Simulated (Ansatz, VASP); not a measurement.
# One calculation of Ag, two programs

```xyz
2
Lattice="2.8289 0.0000 0.0000 0.0000 4.0007 0.0000 0.0000 0.0000 17.4145" Properties=species:S:1:pos:R:3 pbc="T T T"
Ag    0.7072    1.0002    8.2290
Ag    2.1217    3.0005    9.1855
```

Alike in both runs: functional LDA; k mesh 12 × 8 × 1; occupations fermi-dirac, width 0.1 eV; no spin polarisation.

Ansatz relaxed the structure, and its values are those at the end. VASP's run is a single point on that final structure, the one shown.

|  | VASP | Ansatz |
| --- | --- | --- |
| version | VASP 6.6.1 | Ansatz 0.2.0 |
| potentials or method | VASP PAW LDA potentials, release 64 (Ag), cutoff 520 eV | all-electron LAPW, scalar-relativistic |

Ansatz gave:

| Property | Result |
| --- | --- |
| rms of the force components (eV/Å) | 0.000 |

Problem. What did VASP give for the same quantities?

Solution. rms of the force components (eV/Å): 0.006.

LDA's correlation is that of Perdew and Zunger in VASP and of Perdew and Wang (1992) in Ansatz. Ansatz ran all-electron here, and VASP with PAW potentials.
